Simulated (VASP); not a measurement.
# SiNi (Pnma) in VASP: further runs

Runs on SiNi. Level: PBE. Tasks: single point.

All numbers are computed with VASP 6.6.1; they aren't measurements. Logs are shortened: lines on timing, memory, paths and dates and some standing lists are left out, and cuts for length are marked.

## Step 1: The cell of the first run

The structure is orthorhombic, space group Pnma (No. 62). Conventional cell: a = 5.154 Å, b = 3.376 Å, c = 5.618 Å, α = 90.00°, β = 90.00°, γ = 90.00°. Si (site symmetry m) has 6 Ni at 2.29 to 2.41 Å and 2 Si at 2.67 Å within 3.0 Å. Within 3.0 Å of Ni (site symmetry m) lie 6 Si at 2.29 to 2.41 Å and 4 Ni at 2.67 to 2.71 Å.

## Step 2: Single point, PBE

Input file INCAR:

```
PREC = Accurate ; ENCUT = 520
EDIFF = 1E-7 ; ISMEAR = 0
SIGMA = 0.1 ; LREAL = False
LASPH = True ; NELM = 100
ALGO = Normal ; ISIF = 2
LWAVE = False ; LCHARG = True
GGA = PE ; LELF = True
LVHAR = True ; NBANDS = 38
```

Input file KPOINTS:

```
regular mesh
0
Gamma
  8 10 6
```

Input file POSCAR:

```
SiNi
1.0
    5.1543912358      0.0000000000      0.0000000000
    0.0000000000      3.3757621286      0.0000000000
    0.0000000000      0.0000000000      5.6183914291
Si Ni
4 4
Direct
    0.8212591053      0.7500000000      0.5841103442
    0.1787408947      0.2500000000      0.4158896558
    0.3212591053      0.7500000000      0.9158896558
    0.6787408947      0.2500000000      0.0841103442
    0.5082970129      0.2500000000      0.6884180213
    0.4917029871      0.7500000000      0.3115819787
    0.0082970129      0.2500000000      0.8115819787
    0.9917029871      0.7500000000      0.1884180213
```

Potentials or basis: VASP PAW PBE potentials, release 64 (Si, Ni).

The run is started by

```
cat potpaw_PBE.64/Si/POTCAR potpaw_PBE.64/Ni/POTCAR > POTCAR
mpirun -np 1 vasp_std > vasp.out
```

OUTCAR:

```text
PREC = Accurate
   ENCUT = 520
   EDIFF = 1E-7
   ISMEAR = 0
   LREAL = False
   LASPH = True
   NELM = 100
   ISIF = 2
   GGA = PE

 ion  position               nearest neighbor table
   1  0.821  0.750  0.584-   6 2.29   7 2.33   7 2.33   8 2.39   5 2.41   5 2.41   2 2.67   2 2.67

   2  0.179  0.250  0.416-   5 2.29   8 2.33   8 2.33   7 2.39   6 2.41   6 2.41   1 2.67   1 2.67

   3  0.321  0.750  0.916-   8 2.29   5 2.33   5 2.33   6 2.39   7 2.41   7 2.41   4 2.67   4 2.67

   4  0.679  0.250  0.084-   7 2.29   6 2.33   6 2.33   5 2.39   8 2.41   8 2.41   3 2.67   3 2.67

   5  0.508  0.250  0.688-   2 2.29   3 2.33   3 2.33   4 2.39   1 2.41   1 2.41   7 2.67   7 2.67
                             6 2.71   6 2.71
   6  0.492  0.750  0.312-   1 2.29   4 2.33   4 2.33   3 2.39   2 2.41   2 2.41   8 2.67   8 2.67
                             5 2.71   5 2.71
   7  0.008  0.250  0.812-   4 2.29   1 2.33   1 2.33   2 2.39   3 2.41   3 2.41   5 2.67   5 2.67
                             8 2.71   8 2.71
   8  0.992  0.750  0.188-   3 2.29   2 2.33   2 2.33   1 2.39   4 2.41   4 2.41   6 2.67   6 2.67
                             7 2.71   7 2.71

  LATTYP: Found a simple orthorhombic cell.
 ALAT       =     3.3757621286
 B/A-ratio  =     1.5268822386
 C/A-ratio  =     1.6643327388

  Lattice vectors:

 A1 = (   0.0000000000,  -3.3757621286,   0.0000000000)
 A2 = (   5.1543912358,   0.0000000000,   0.0000000000)
 A3 = (   0.0000000000,   0.0000000000,   5.6183914291)

Analysis of symmetry for initial positions (statically):
=====================================================================
 Subroutine PRICEL returns:
 Original cell was already a primitive cell.

 Routine SETGRP: Setting up the symmetry group for a
 simple orthorhombic supercell.

 Subroutine GETGRP returns: Found  8 space group operations
 (whereof  2 operations were pure point group operations)
 out of a pool of  8 trial point group operations.

The static configuration has the point symmetry S_2 .
 The point group associated with its full space group is D_2h.

Analysis of symmetry for dynamics (positions and initial velocities):
=====================================================================
 Subroutine PRICEL returns:
 Original cell was already a primitive cell.

 Routine SETGRP: Setting up the symmetry group for a
 simple orthorhombic supercell.

 Subroutine GETGRP returns: Found  8 space group operations
 (whereof  2 operations were pure point group operations)
 out of a pool of  8 trial point group operations.

The dynamic configuration has the point symmetry S_2 .
 The point group associated with its full space group is D_2h.

 Subroutine INISYM returns: Found  8 space group operations
 (whereof  2 operations are pure point group operations),
 and found     1 'primitive' translations

----------------------------------------------------------------------------------------

                                     Primitive cell

  volume of cell :      97.7600

  direct lattice vectors                    reciprocal lattice vectors
     5.154391236  0.000000000  0.000000000     0.194009332  0.000000000  0.000000000
     0.000000000  3.375762129  0.000000000     0.000000000  0.296229403  0.000000000
     0.000000000  0.000000000  5.618391429     0.000000000  0.000000000  0.177986887

  length of vectors
     5.154391236  3.375762129  5.618391429     0.194009332  0.296229403  0.177986887

  position of ions in fractional coordinates (direct lattice)
     0.821259105  0.750000000  0.584110344
     0.178740895  0.250000000  0.415889656
     0.321259105  0.750000000  0.915889656
     0.678740895  0.250000000  0.084110344
     0.508297013  0.250000000  0.688418021
     0.491702987  0.750000000  0.311581979
     0.008297013  0.250000000  0.811581979
     0.991702987  0.750000000  0.188418021

  ion indices of the primitive-cell ions
   primitive index   ion index
                 1           1
                 2           2
                 3           3
                 4           4
                 5           5
                 6           6
                 7           7
                 8           8

----------------------------------------------------------------------------------------

 KPOINTS: regular mesh

Automatic generation of k-mesh.
 Grid dimensions read from file:
 generate k-points for:    8   10    6

 Generating k-lattice:

  Cartesian coordinates                     Fractional coordinates (reciprocal lattice)
     0.024251166  0.000000000  0.000000000     0.125000000  0.000000000  0.000000000
     0.000000000  0.029622940  0.000000000     0.000000000  0.100000000  0.000000000
     0.000000000  0.000000000  0.029664481     0.000000000  0.000000000  0.166666667

  Length of vectors
     0.024251166  0.029622940  0.029664481

  Shift w.r.t. Gamma in fractional coordinates (k-lattice)
     0.000000000  0.000000000  0.000000000

 Subroutine IBZKPT returns following result:
 ===========================================

 Found    120 irreducible k-points:

 Following reciprocal coordinates:
            Coordinates               Weight
  0.000000  0.000000  0.000000      1.000000
  0.125000  0.000000  0.000000      2.000000
  0.250000  0.000000  0.000000      2.000000
  0.375000  0.000000  0.000000      2.000000
  0.500000  0.000000  0.000000      1.000000
  0.000000  0.100000  0.000000      2.000000
[... 16 lines left out ...]
  0.250000  0.400000  0.000000      4.000000
  0.375000  0.400000  0.000000      4.000000
 [... further k-points ...]
   k-points           NKPTS =    120   k-points in BZ     NKDIM =    120   number of bands    NBANDS=     38
   number of dos      NEDOS =    301   number of ions     NIONS =      8
   total plane-waves  NPLWV =  47040
   dimension x,y,z NGX =    40 NGY =   28 NGZ =   42
   dimension x,y,z NGXF=    80 NGYF=   56 NGZF=   84
   ions per type =               4   4
   NGX,Y,Z   is equivalent  to a cutoff of  12.90, 13.79, 12.43 a.u.
   NGXF,Y,Z  is equivalent  to a cutoff of  25.80, 27.58, 24.86 a.u.
 SYSTEM =  unknown system
   PREC   = accura    normal or accurate (medium, high low for compatibility)
   ISTART =      0    job   : 0-new  1-cont  2-samecut
   ICHARG =      2    charge: 1-file 2-atom 10-const
   ISPIN  =      1    spin polarized calculation?
   LNONCOLLINEAR =      F non collinear calculations
   LSORBIT =      F    spin-orbit coupling
   LASPH  =      T    aspherical Exc in radial PAW
   ENCUT  =  520.0 eV  38.22 Ry    6.18 a.u.   9.58  6.28 10.45*2*pi/ulx,y,z
   NELM   =    100;   NELMIN=  2; NELMDL= -5     # of ELM steps
   EDIFF  = 0.1E-06   stopping-criterion for ELM
   LREAL  =      F    real-space projection
   EDIFFG = 0.1E-05   stopping-criterion for IOM
   NSW    =      0    number of steps for IOM
   IBRION =     -1    ionic relax: 0-MD 1-quasi-New 2-CG
   NFREE  =      0    steps in history (QN), initial steepest desc. (CG)
   ISIF   =      2    stress and relaxation
   ISYM   =      2    0-nonsym 1-usesym 2-fastsym
   POTIM  = 0.5000    time-step for ionic-motion
   TEBEG  =    0.0;   TEEND  =   0.0 temperature during run
   PSTRESS=    0.0 pullay stress
   NELECT =      56.0000    total number of electrons
   NUPDOWN=      -1.0000    fix difference up-down
   EMIN   =  10.00;   EMAX   =-10.00  energy-range for DOS
   EFERMI =   0.00;   METHOD = LEGACY
   ISMEAR =     0;   SIGMA  =   0.10  broadening in eV -4-tet -1-fermi 0-gaus
   EFERMI_NEDOS =   21; number of points for ismear=-14 and -15
   IALGO  =     38    algorithm
   IMIX   =      4    mixing-type and parameters
     AMIX     =   0.40;   BMIX     =  1.00
     AMIX_MAG =   1.60;   BMIX_MAG =  1.00
  volume/ion in A,a.u.               =      12.22        82.46
  Fermi-wavevector in a.u.,A,eV,Ry     =   1.359619  2.569307 25.151224  1.848563
  Thomas-Fermi vector in A             =   2.486351
   LORBIT       =      0    0 simple, 1 ext, 2 COOP (PROOUT), +10 PAW based schemes
   GGA     = PE    functional components
   LHFCALC =     F    Hartree Fock is set to
   AEXX    =    0.0000 exact exchange contribution
   IVDW    =     0    specifies the selected vdW correction
   LEPSILON=     F    determine dielectric tensor
   LRPA    =     F    only Hartree local field effects (RPA)
 non-spin polarized calculation
 Gauss-broadening in eV      SIGMA  =   0.10
  energy-cutoff  :      520.00
  volume of cell :       97.76
 maximum number of plane-waves:      2672
 NGX is ok and might be reduce to    40
   NGX = 19   NGY = 13   NGZ = 21

 number of electron      55.9999992 magnetization

 Free energy of the ion-electron system (eV)
  ---------------------------------------------------
  ext. energy  EPLUGINS =         0.00000000
  ---------------------------------------------------
  free energy    TOTEN  =       -47.60816159 eV

  energy without entropy =      -47.60037828  energy(sigma->0) =      -47.60426994

 E-fermi :  10.2983     XC(G=0): -12.1678

 val. band max:       10.2860059441   @ k =   0.1250   0.4000   0.0000
 cond. band min:      10.3298288371   @ k =   0.2500   0.5000   0.0000
 fundamental gap:      0.0438228930
 Fermi energy:        10.2982561953

 k-point     1 :       0.0000    0.0000    0.0000
  band No.  band energies     occupation
      1      -2.6185      2.00000
      2       0.7056      2.00000
      3       1.9867      2.00000
      4       2.5670      2.00000
      5       3.8653      2.00000
      6       4.3342      2.00000
[... 30 lines left out ...]
     37      16.5912      0.00000
     38      17.0015      0.00000

 k-point     2 :       0.1250    0.0000    0.0000
  band No.  band energies     occupation
      1      -2.5346      2.00000
      2       0.5403      2.00000
      3       2.0440      2.00000
      4       2.2565      2.00000
      5       4.2112      2.00000
      6       4.4183      2.00000
[... 30 lines left out ...]
     37      16.5636      0.00000
     38      16.5973      0.00000

 k-point     3 :       0.2500    0.0000    0.0000
  band No.  band energies     occupation
      1      -2.2850      2.00000
      2       0.0244      2.00000
      3       2.0536      2.00000
      4       2.1915      2.00000
      5       3.9395      2.00000
      6       4.9372      2.00000
[... 30 lines left out ...]
     37      15.6695      0.00000
     38      16.5861      0.00000

 k-point     4 :       0.3750    0.0000    0.0000
  band No.  band energies     occupation
      1      -1.8769      2.00000
      2      -0.6640      2.00000
      3       2.1286      2.00000
      4       2.3272      2.00000
      5       3.7511      2.00000
      6       4.3654      2.00000
[... 30 lines left out ...]
     37      15.6396      0.00000
     38      16.4883      0.00000
[... 703 lines left out ...]
      4       2.9573      2.00000
      5       4.3620      2.00000
      6       4.7084      2.00000
[... 30 lines left out ...]
     37      14.5076      0.00000
     38      15.6263      0.00000

 k-point    23 :       0.2500    0.4000    0.0000
  band No.  band energies     occupation
      1      -0.3214      2.00000
      2       1.6382      2.00000
      3       1.7966      2.00000
      4       2.7865      2.00000
      5       4.5404      2.00000
      6       4.5501      2.00000
[... 30 lines left out ...]
     37      15.5168      0.00000
     38      16.8866      0.00000

 k-point    24 :       0.3750    0.4000    0.0000
  band No.  band energies     occupation
      1       0.0416      2.00000
      2       1.0810      2.00000
      3       2.0368      2.00000
      4       2.5816      2.00000
      5       4.4632      2.00000
      6       4.6727      2.00000
[... 30 lines left out ...]
     37      16.2419      0.00000
     38      16.8271      0.00000

 [... further k-points ...]
[... 5 lines left out ...]
  --------------------------------------------------------------------------------------
  -------------------------------------------------------------------------------------
  Total        0.0402799     -0.0416665      0.0654742      0.0000000      0.0000000      0.0000000
  in kB        0.6601421     -0.6828679      1.0730490      0.0000000      0.0000000      0.0000000
  external PRESSURE =       0.3501077 kB  Pullay stress =       0.0000000 kB

 VOLUME and BASIS-vectors are now :
 -----------------------------------------------------------------------------
  energy-cutoff  :      520.00
  volume of cell :       97.76
      direct lattice vectors                 reciprocal lattice vectors
     5.154391236  0.000000000  0.000000000     0.194009332  0.000000000  0.000000000
     0.000000000  3.375762129  0.000000000     0.000000000  0.296229403  0.000000000
     0.000000000  0.000000000  5.618391429     0.000000000  0.000000000  0.177986887

 POSITION                                       TOTAL-FORCE (eV/Angst)
 -----------------------------------------------------------------------------------
      4.23309      2.53182      3.28176         0.002654      0.000000      0.002807
      0.92130      0.84394      2.33663        -0.002654      0.000000     -0.002807
      1.65590      2.53182      5.14583         0.002654     -0.000000     -0.002807
      3.49850      0.84394      0.47256        -0.002654      0.000000      0.002807
      2.61996      0.84394      3.86780         0.010228     -0.000000      0.001791
      2.53443      2.53182      1.75059        -0.010228     -0.000000     -0.001791
      0.04277      0.84394      4.55979         0.010228     -0.000000     -0.001791
      5.11163      2.53182      1.05861        -0.010228      0.000000      0.001791
 -----------------------------------------------------------------------------------
    total drift:                               -0.000000     -0.000000     -0.000000

  FREE ENERGIE OF THE ION-ELECTRON SYSTEM (eV)
  ---------------------------------------------------
  free  energy   TOTEN  =       -47.6081615929 eV

  energy  without entropy=      -47.6003782804  energy(sigma->0) =      -47.60426994
```

Run time: 12 min. Hardware: 1 thread of AMD EPYC 7R13, shared host; peak memory 0.42 GiB.

Results:

```yaml
Free_energy: -47.6082 eV
Pressure: 0.0 GPa
Largest_force: 0.010 eV/Å
Band_gap_on_the_k_mesh: zero (band 28 reaches 11.34 eV, above the bottom of band 29 at 9.54 eV)
```

Forces on the atoms (eV/Å):
```
Si   0.003  0.000  0.003
Si  -0.003  0.000 -0.003
Si   0.003  0.000 -0.003
Si  -0.003  0.000  0.003
Ni   0.010  0.000  0.002
Ni  -0.010  0.000 -0.002
Ni   0.010  0.000 -0.002
Ni  -0.010  0.000  0.002
```

Stress tensor (GPa, compression positive):
```
 0.07  0.00  0.00
 0.00 -0.07  0.00
 0.00  0.00  0.11
```

Levels at points of the mesh, in eV from the Fermi level:
| k point | band 26 | band 27 | band 28 | band 29 | band 30 | band 31 |
| --- | --- | --- | --- | --- | --- | --- |
| (0.00, 0.00, 0.00) | -1.14 | -1.12 | -0.94 | 0.62 | 1.23 | 3.29 |
| (0.50, 0.00, 0.00) | -1.83 | 1.02 | 1.02 | 1.08 | 1.08 | 3.63 |
| (0.00, 0.50, 0.00) | -1.87 | -1.39 | -1.39 | -0.61 | -0.61 | 1.97 |
| (0.50, 0.50, 0.00) | -1.67 | -1.67 | -1.67 | 0.44 | 0.44 | 0.44 |
| (0.00, 0.00, 0.50) | -1.42 | -0.25 | -0.25 | 0.92 | 0.92 | 3.21 |
| (0.50, 0.00, 0.50) | -1.02 | 0.75 | 0.75 | 2.28 | 2.28 | 2.75 |
| (0.00, 0.50, 0.50) | -1.95 | -1.68 | -1.68 | 0.15 | 0.15 | 1.26 |
| (0.50, 0.50, 0.50) | -1.86 | -1.86 | -1.86 | 2.51 | 2.51 | 2.51 |

Spin polarisation is off, so any magnetic state and its effect on volume and gap are missing.

[end of part 1 of 2]
